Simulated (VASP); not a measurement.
# NaH (Pm-3m) in VASP: a series of runs

The runs below take NaH through single point, with LDA, PBEsol, PBE, r2SCAN.

Everything below comes from runs of VASP 6.6.1. Logs are shortened: lines on timing, memory, paths and dates and some standing lists are left out, and cuts for length are marked.

## (1) The cell of the first run

It takes space group Pm-3m (No. 221, cubic). Conventional cell: a = 2.932 Å, b = 2.932 Å, c = 2.932 Å, α = 90.00°, β = 90.00°, γ = 90.00°. Na (site symmetry m-3m) has 8 H at 2.54 Å and 6 Na at 2.93 Å within 3.4 Å. H (site symmetry m-3m) has 8 Na at 2.54 Å and 6 H at 2.93 Å within 3.4 Å.

## (2) Single point, LDA

INCAR

```
PREC     = Accurate       # precision mode
ENCUT    = 520            # plane-wave cutoff, eV
EDIFF    = 1E-7           # SCF threshold, eV
ISMEAR   = 0              # smearing method
SIGMA    = 0.01           # smearing width, eV
LREAL    = False          # projectors in reciprocal space
LASPH    = True           # aspherical terms in the spheres
NELM     = 60             # most SCF steps
ALGO     = Normal         # electronic algorithm
ISIF     = 2              # what is computed and relaxed
LWAVE    = False          # write WAVECAR
LCHARG   = False          # write CHGCAR
GGA      = CA             # functional
NBANDS   = 11             # bands
```

KPOINTS

```
Automatic mesh
0
Gamma
  8 8 8
```

POSCAR

```
NaH
1.0
    2.9323911888      0.0000000000      0.0000000000
    0.0000000000      2.9323911888      0.0000000000
    0.0000000000      0.0000000000      2.9323911888
Na H
1 1
Direct
    0.0000000000      0.0000000000      0.0000000000
    0.5000000000      0.5000000000      0.5000000000
```

Potentials or basis: VASP PAW LDA potentials, release 64 (Na_pv, H).

Command:

```bash
> cat potpaw_LDA.64/Na_pv/POTCAR potpaw_LDA.64/H/POTCAR > POTCAR
> mpirun -np 1 vasp_std > vasp.out
```

OUTCAR:

```text
PREC = Accurate
   ENCUT = 520
   EDIFF = 1E-7
   ISMEAR = 0
   LREAL = False
   LASPH = True
   NELM = 60
   ISIF = 2
   GGA = CA

 ion  position               nearest neighbor table
   1  0.000  0.000  0.000-
   2  0.500  0.500  0.500-

  LATTYP: Found a simple cubic cell.
 ALAT       =     2.9323911888

  Lattice vectors:

 A1 = (   2.9323911888,   0.0000000000,   0.0000000000)
 A2 = (   0.0000000000,   2.9323911888,   0.0000000000)
 A3 = (   0.0000000000,   0.0000000000,   2.9323911888)

Analysis of symmetry for initial positions (statically):
=====================================================================
 Subroutine PRICEL returns:
 Original cell was already a primitive cell.

 Routine SETGRP: Setting up the symmetry group for a
 simple cubic supercell.

 Subroutine GETGRP returns: Found 48 space group operations
 (whereof 48 operations were pure point group operations)
 out of a pool of 48 trial point group operations.

The static configuration has the point symmetry O_h .

Analysis of symmetry for dynamics (positions and initial velocities):
=====================================================================
 Subroutine PRICEL returns:
 Original cell was already a primitive cell.

 Routine SETGRP: Setting up the symmetry group for a
 simple cubic supercell.

 Subroutine GETGRP returns: Found 48 space group operations
 (whereof 48 operations were pure point group operations)
 out of a pool of 48 trial point group operations.

The dynamic configuration has the point symmetry O_h .

 Subroutine INISYM returns: Found 48 space group operations
 (whereof 48 operations are pure point group operations),
 and found     1 'primitive' translations

----------------------------------------------------------------------------------------

                                     Primitive cell

  volume of cell :      25.2154

  direct lattice vectors                    reciprocal lattice vectors
     2.932391189  0.000000000  0.000000000     0.341018621  0.000000000  0.000000000
     0.000000000  2.932391189  0.000000000     0.000000000  0.341018621  0.000000000
     0.000000000  0.000000000  2.932391189     0.000000000  0.000000000  0.341018621

  length of vectors
     2.932391189  2.932391189  2.932391189     0.341018621  0.341018621  0.341018621

  position of ions in fractional coordinates (direct lattice)
     0.000000000  0.000000000  0.000000000
     0.500000000  0.500000000  0.500000000

  ion indices of the primitive-cell ions
   primitive index   ion index
                 1           1
                 2           2

----------------------------------------------------------------------------------------

 KPOINTS: Automatic mesh

Automatic generation of k-mesh.
 Grid dimensions read from file:
 generate k-points for:    8    8    8

 Generating k-lattice:

  Cartesian coordinates                     Fractional coordinates (reciprocal lattice)
     0.042627328  0.000000000  0.000000000     0.125000000  0.000000000  0.000000000
     0.000000000  0.042627328  0.000000000     0.000000000  0.125000000  0.000000000
     0.000000000  0.000000000  0.042627328     0.000000000  0.000000000  0.125000000

  Length of vectors
     0.042627328  0.042627328  0.042627328

  Shift w.r.t. Gamma in fractional coordinates (k-lattice)
     0.000000000  0.000000000  0.000000000

 Subroutine IBZKPT returns following result:
 ===========================================

 Found     35 irreducible k-points:

 Following reciprocal coordinates:
            Coordinates               Weight
  0.000000  0.000000  0.000000      1.000000
  0.125000  0.000000  0.000000      6.000000
  0.250000  0.000000  0.000000      6.000000
  0.375000  0.000000  0.000000      6.000000
  0.500000  0.000000  0.000000      3.000000
  0.125000  0.125000  0.000000     12.000000
[... 16 lines left out ...]
  0.375000  0.375000  0.125000     24.000000
  0.500000  0.375000  0.125000     24.000000
 [... further k-points ...]
   k-points           NKPTS =     35   k-points in BZ     NKDIM =     35   number of bands    NBANDS=     11
   number of dos      NEDOS =    301   number of ions     NIONS =      2
   total plane-waves  NPLWV =  13824
   dimension x,y,z NGX =    24 NGY =   24 NGZ =   24
   dimension x,y,z NGXF=    48 NGYF=   48 NGZF=   48
   ions per type =               1   1
   NGX,Y,Z   is equivalent  to a cutoff of  13.61, 13.61, 13.61 a.u.
   NGXF,Y,Z  is equivalent  to a cutoff of  27.21, 27.21, 27.21 a.u.
 SYSTEM =  unknown system
   PREC   = accura    normal or accurate (medium, high low for compatibility)
   ISTART =      0    job   : 0-new  1-cont  2-samecut
   ICHARG =      2    charge: 1-file 2-atom 10-const
   ISPIN  =      1    spin polarized calculation?
   LNONCOLLINEAR =      F non collinear calculations
   LSORBIT =      F    spin-orbit coupling
   LASPH  =      T    aspherical Exc in radial PAW
   ENCUT  =  520.0 eV  38.22 Ry    6.18 a.u.   5.45  5.45  5.45*2*pi/ulx,y,z
   NELM   =     60;   NELMIN=  2; NELMDL= -5     # of ELM steps
   EDIFF  = 0.1E-06   stopping-criterion for ELM
   LREAL  =      F    real-space projection
   EDIFFG = 0.1E-05   stopping-criterion for IOM
   NSW    =      0    number of steps for IOM
   IBRION =     -1    ionic relax: 0-MD 1-quasi-New 2-CG
   NFREE  =      0    steps in history (QN), initial steepest desc. (CG)
   ISIF   =      2    stress and relaxation
   ISYM   =      2    0-nonsym 1-usesym 2-fastsym
   POTIM  = 0.5000    time-step for ionic-motion
   TEBEG  =    0.0;   TEEND  =   0.0 temperature during run
   PSTRESS=    0.0 pullay stress
   NELECT =       8.0000    total number of electrons
   NUPDOWN=      -1.0000    fix difference up-down
   EMIN   =  10.00;   EMAX   =-10.00  energy-range for DOS
   EFERMI =   0.00;   METHOD = LEGACY
   ISMEAR =     0;   SIGMA  =   0.01  broadening in eV -4-tet -1-fermi 0-gaus
   EFERMI_NEDOS =   21; number of points for ismear=-14 and -15
   IALGO  =     38    algorithm
   IMIX   =      4    mixing-type and parameters
     AMIX     =   0.40;   BMIX     =  1.00
     AMIX_MAG =   1.60;   BMIX_MAG =  1.00
  volume/ion in A,a.u.               =      12.61        85.08
  Fermi-wavevector in a.u.,A,eV,Ry     =   1.116562  2.109997 16.962535  1.246711
  Thomas-Fermi vector in A             =   2.253177
   LORBIT       =      0    0 simple, 1 ext, 2 COOP (PROOUT), +10 PAW based schemes
   GGA     = CA    functional components
   LHFCALC =     F    Hartree Fock is set to
   AEXX    =    0.0000 exact exchange contribution
   IVDW    =     0    specifies the selected vdW correction
   LEPSILON=     F    determine dielectric tensor
   LRPA    =     F    only Hartree local field effects (RPA)
 non-spin polarized calculation
 Gauss-broadening in eV      SIGMA  =   0.01
  energy-cutoff  :      520.00
  volume of cell :       25.22
 maximum number of plane-waves:       691
 NGX is ok and might be reduce to    24
   NGX = 11   NGY = 11   NGZ = 11

 number of electron       8.0000006 magnetization

 Free energy of the ion-electron system (eV)
  ---------------------------------------------------
  ext. energy  EPLUGINS =         0.00000000
  ---------------------------------------------------
  free energy    TOTEN  =        -5.10012318 eV

  energy without entropy =       -5.10012318  energy(sigma->0) =       -5.10012318

 E-fermi :   1.5016     XC(G=0):  -8.7043

 val. band max:        1.4145719061   @ k =   0.5000   0.5000   0.5000
 cond. band min:       1.9893606900   @ k =   0.5000   0.0000   0.0000
 fundamental gap:      0.5747887840
 Fermi energy:         1.5016376527

 k-point     1 :       0.0000    0.0000    0.0000
  band No.  band energies     occupation
      1     -23.2891      2.00000
      2     -23.2891      2.00000
      3     -23.2891      2.00000
      4      -4.8783      2.00000
      5      10.0921      0.00000
      6      11.9602      0.00000
      7      11.9602      0.00000
      8      13.6446      0.00000
      9      13.6446      0.00000
     10      13.6446      0.00000
     11      26.8366      0.00000

 k-point     2 :       0.1250    0.0000    0.0000
  band No.  band energies     occupation
      1     -23.3186      2.00000
      2     -23.2865      2.00000
      3     -23.2865      2.00000
      4      -4.6252      2.00000
      5       8.4643      0.00000
      6      11.0802      0.00000
      7      12.2204      0.00000
      8      13.8305      0.00000
      9      13.8305      0.00000
     10      16.7397      0.00000
     11      24.7902      0.00000

 k-point     3 :       0.2500    0.0000    0.0000
  band No.  band energies     occupation
      1     -23.3891      2.00000
      2     -23.2804      2.00000
      3     -23.2804      2.00000
      4      -3.9022      2.00000
      5       5.5360      0.00000
      6      11.4434      0.00000
      7      12.9892      0.00000
      8      14.3711      0.00000
      9      14.3711      0.00000
     10      20.9402      0.00000
     11      22.1163      0.00000

 k-point     4 :       0.3750    0.0000    0.0000
  band No.  band energies     occupation
      1     -23.4588      2.00000
      2     -23.2742      2.00000
      3     -23.2742      2.00000
      4      -2.8747      2.00000
      5       3.1125      0.00000
      6      11.9686      0.00000
      7      14.1921      0.00000
      8      15.1646      0.00000
      9      15.1646      0.00000
     10      19.2860      0.00000
     11      19.9804      0.00000
[... 239 lines left out ...]
 k-point    22 :       0.5000    0.2500    0.1250
  band No.  band energies     occupation
      1     -23.4657      2.00000
      2     -23.3599      2.00000
      3     -23.2895      2.00000
      4      -1.3272      2.00000
      5       3.3545      0.00000
      6       8.3913      0.00000
      7      11.6724      0.00000
      8      12.5154      0.00000
      9      16.2719      0.00000
     10      18.8610      0.00000
     11      22.5409      0.00000

 k-point    23 :       0.3750    0.3750    0.1250
  band No.  band energies     occupation
      1     -23.4300      2.00000
      2     -23.4252      2.00000
      3     -23.2859      2.00000
      4      -1.0847      2.00000
      5       5.1304      0.00000
      6       5.9522      0.00000
      7      10.4452      0.00000
      8      12.8616      0.00000
      9      17.4730      0.00000
     10      17.6998      0.00000
     11      21.4971      0.00000

 k-point    24 :       0.5000    0.3750    0.1250
  band No.  band energies     occupation
      1     -23.4539      2.00000
      2     -23.4230      2.00000
      3     -23.2833      2.00000
      4      -0.6346      2.00000
      5       4.5689      0.00000
      6       6.3548      0.00000
      7       9.3977      0.00000
      8      13.3053      0.00000
      9      16.7062      0.00000
     10      17.8852      0.00000
     11      22.3606      0.00000

 [... further k-points ...]

------------------------ aborting loop because EDIFF is reached ----------------------------------------

  FORCE on cell =-STRESS in cart. coord.  units (eV):
  Direction    XX          YY          ZZ          XY          YZ          ZX
  --------------------------------------------------------------------------------------
  -------------------------------------------------------------------------------------
  Total       -0.2509045     -0.2509045     -0.2509045      0.0000000      0.0000000     -0.0000000
  in kB      -15.9423841    -15.9423841    -15.9423841      0.0000000      0.0000000     -0.0000000
  external PRESSURE =     -15.9423841 kB  Pullay stress =       0.0000000 kB

 VOLUME and BASIS-vectors are now :
 -----------------------------------------------------------------------------
  energy-cutoff  :      520.00
  volume of cell :       25.22
      direct lattice vectors                 reciprocal lattice vectors
     2.932391189  0.000000000  0.000000000     0.341018621  0.000000000  0.000000000
     0.000000000  2.932391189  0.000000000     0.000000000  0.341018621  0.000000000
     0.000000000  0.000000000  2.932391189     0.000000000  0.000000000  0.341018621

 POSITION                                       TOTAL-FORCE (eV/Angst)
 -----------------------------------------------------------------------------------
      0.00000      0.00000      0.00000         0.000000      0.000000      0.000000
      1.46620      1.46620      1.46620         0.000000      0.000000      0.000000
 -----------------------------------------------------------------------------------
    total drift:                                0.000000      0.000000      0.000000

  FREE ENERGIE OF THE ION-ELECTRON SYSTEM (eV)
  ---------------------------------------------------
  free  energy   TOTEN  =        -5.1001231813 eV

  energy  without entropy=       -5.1001231813  energy(sigma->0) =       -5.10012318
```

Run time: 3.8 s. Hardware: 1 thread of Intel Xeon Platinum 8259CL at 2.50GHz (Skylake/Cascade Lake), shared host; peak memory 0.12 GiB.

Results:

| Item | Value |
| --- | --- |
| Free energy | -5.1001 eV |
| Pressure | -1.6 GPa |
| Band gap on the k mesh | 0.57 eV, indirect (least direct gap 4.21 eV) |

Levels at points of the mesh, in eV from the valence-band top:
```
           k point  band 2  band 3  band 4  band 5  band 6  band 7
(0.00, 0.00, 0.00)  -24.70  -24.70   -6.29    8.68   10.55   10.55
(0.50, 0.00, 0.00)  -24.69  -24.69   -3.64    0.57   10.80   13.75
(0.50, 0.50, 0.00)  -24.87  -24.67   -1.87    3.87    3.87    6.40
(0.50, 0.50, 0.50)  -24.84  -24.84    0.00    6.54    6.54    6.54
```

A k mesh can miss the band edges. A hybrid or GW would open this gap; LDA tends to underestimate it.

[end of part 1 of 2]
